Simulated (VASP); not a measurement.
# Se: single point with PBE

The system is Se.

```
Se
1.0
     3.87907    2.23958    6.30619
    -3.87907    2.23958    6.30619
     0.00000   -4.47916    6.30619
Se
12
Direct
  0.06716 0.54773 0.06716
  0.06716 0.06716 0.54773
  0.54773 0.06716 0.06716
  0.93284 0.45227 0.93284
  0.45227 0.93284 0.93284
  0.93284 0.93284 0.45227
  0.29301 0.62121 0.29301
  0.29301 0.29301 0.62121
  0.62121 0.29301 0.29301
  0.70699 0.37879 0.70699
  0.37879 0.70699 0.70699
  0.70699 0.70699 0.37879
```

| Property | Result |
| --- | --- |
| Program | VASP 6.6.1 |
| Task | single point |
| Functional | PBE |
| Potentials or basis | VASP PAW PBE potentials, release 64 (Se) |
| Cutoff | 520 eV |
| k mesh | 6 × 6 × 6 |
| Occupations | gaussian, width 0.1 eV |
| Spin | no spin polarisation |
| Dipole correction | no |
| Further INCAR settings | ALGO = Normal; EDIFF = 1e-07; NBANDS = 48 |

| Item | Value |
| --- | --- |
| Pressure | 0.1 GPa |
| Largest force | 0.030 eV/Å |
| Band gap on the k mesh | zero (bands 36 and 37 overlap by 0.40 eV) |

Forces on the atoms (eV/Å):
```
Se   0.001 -0.001  0.030
Se   0.000  0.001  0.030
Se  -0.001 -0.001  0.030
Se  -0.001  0.001 -0.030
Se   0.001  0.001 -0.030
Se   0.000 -0.001 -0.030
Se  -0.006  0.004 -0.001
Se   0.000 -0.007 -0.001
Se   0.006  0.004 -0.001
Se   0.006 -0.004  0.001
Se  -0.006 -0.004  0.001
Se   0.000  0.007  0.001
```

Levels at points of the mesh, in eV from the Fermi level:
| k point | band 33 | band 34 | band 35 | band 36 | band 37 | band 38 | band 39 | band 40 |
| --- | --- | --- | --- | --- | --- | --- | --- | --- |
| (0.00, 0.00, 0.00) | -1.08 | -0.84 | -0.84 | -0.13 | -0.13 | 0.50 | 0.50 | 2.43 |
| (0.50, 0.00, 0.00) | -0.63 | -0.27 | -0.15 | 0.01 | 0.21 | 0.92 | 1.19 | 1.53 |
| (0.50, 0.50, 0.00) | -0.77 | -0.51 | -0.27 | -0.10 | 0.20 | 0.74 | 1.30 | 1.69 |
| (0.50, 0.50, 0.50) | -1.10 | -0.79 | -0.79 | 0.01 | 0.01 | 0.47 | 0.47 | 2.71 |

It took 11 min on 1 thread of Intel(R) Xeon(R) Platinum 8259CL CPU @ 2.50GHz (Skylake/Cascade Lake) (shared host), peak memory 0.69 GiB.
